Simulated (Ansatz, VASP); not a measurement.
This is a calculation of Yb for VASP 6.6.1.

File INCAR:

```
PREC = Accurate ; ENCUT = 520
EDIFF = 1E-7 ; ISMEAR = -1
SIGMA = 0.05 ; LREAL = False
LASPH = True ; NELM = 150
ALGO = Fast ; ISIF = 2
LWAVE = False ; LCHARG = False
ISPIN = 2 ; MAGMOM = 1
LORBIT = 11 ; LMAXMIX = 6
GGA = PS ; NBANDS = 22
```

Contents of KPOINTS:

```
regular mesh
0
Gamma
  9 9 9
```

POSCAR

```
Yb
1.0
   -2.1936796540      2.1936796540      2.1936796540
    2.1936796540     -2.1936796540      2.1936796540
    2.1936796540      2.1936796540     -2.1936796540
Yb
1
Direct
    0.0000000000      0.0000000000      0.0000000000
```

Potentials or basis: VASP PAW PBE potentials, release 64 (Yb).

Command:

```bash
$ cat potpaw_PBE.64/Yb/POTCAR > POTCAR
$ mpirun -np 1 vasp_std > vasp.out
```

Question: Translate it to Ansatz 0.2.0. Potentials there: Ansatz PAW.

Answer: As run (the cutoff follows the program's own potentials):

Contents of input.yaml:

```yaml
crystal:
  lattice:
    - [-2.193679654, 2.193679654, 2.193679654]
    - [2.193679654, -2.193679654, 2.193679654]
    - [2.193679654, 2.193679654, -2.193679654]
  atoms:
    - { symbol: Yb, position: [0.0, 0.0, 0.0], spin: 1.0 }
hamiltonian:
  xc: pbesol
  pseudopotentials: { kind: paw }
magnetization:
  spin_polarized: true
kpoints:
  mp_grid: { grid: [9, 9, 9] }
scf:
  occupations: { method: fermi_dirac, width: 0.05 }
output:
  forces: true
  stress: true
  eigenvalues: true
```

Potentials or basis: Ansatz PAW.

Command:

```console
$ ansatz run input.yaml --threads 1 --pin off --max-ram 3584MiB --backend cpu --events-out ev --progress --plain --runs-dir out
```

Both were run:

|  | VASP | Ansatz | Ansatz less VASP |
| --- | --- | --- | --- |
| gap on the k mesh at the Fermi level (eV) | none | none | - |
| pressure (GPa) | -4.0 | -3.8 | +0.15 |
| net moment per atom (μB) | 0.00 | 0.00 | -0.001 |

VASP's potentials were made for PBE, not for PBEsol. A gap of «none» marks a metal or a gap that the smearing closes.

Neither program's run includes spin-orbit coupling.
